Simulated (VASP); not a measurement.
Here is a VASP 6.6.1 calculation.

Contents of INCAR:

```
SYSTEM = BaTeH6
  PREC = Accurate
  ENCUT = 520
  EDIFF = 1E-6
  ISMEAR = -1
  SIGMA = 0.05
  LREAL = .False.
  LASPH = .True.
  NELM = 60
  ALGO = Normal
  ISIF = 2
  LWAVE = .False.
  LCHARG = .False.
  GGA = PS
  NBANDS = 21
```

The input KPOINTS:

```
regular mesh
0
Gamma
  4 4 4
  0 0 0
```

File POSCAR:

```
BaTeH6
1.0
    3.2882240273      1.9042520646      2.5075363849
   -3.4759526256      2.0724448103      2.6347469889
    0.0504996890     -4.0469210804      2.6267419656
Ba Te H
1 1 6
Direct
   -0.0114978270      0.0288445488     -0.0394753617
    0.4891615624      0.4717016465      0.5196101930
    0.5167482714      0.2352404092      0.1810715838
    0.0894293609      0.1495937317      0.4729023808
    0.8947185847      0.5168099516      0.8377299077
    0.7558039018      0.6929790531      0.3881964661
    0.4609917765      0.8051368123      0.7626496270
    0.2173127454      0.6045096338      0.3042569966
```

Potentials or basis: VASP PAW PBE potentials, release 64 (Ba_sv, Te, H).

Command:

```console
$ cat potpaw_PBE.64/Ba_sv/POTCAR potpaw_PBE.64/Te/POTCAR potpaw_PBE.64/H/POTCAR > POTCAR
$ mpirun -np 1 vasp_std > vasp.out
```

Q: Predict the band gap on the k mesh.

A: 1.28 eV, indirect (least direct gap 1.55 eV).

Q: Predict the largest force.

A: 0.077 eV/Å.

Stress tensor (GPa, compression positive):
```
 0.40 -0.02 -0.03
-0.02  0.40 -0.01
-0.03 -0.01  0.58
```

Caveat: the PAW data sets were made with another functional, which shifts forces and pressure a little; spin-orbit coupling is left out, which moves the levels of the heavy elements. A k mesh can miss the band edges.
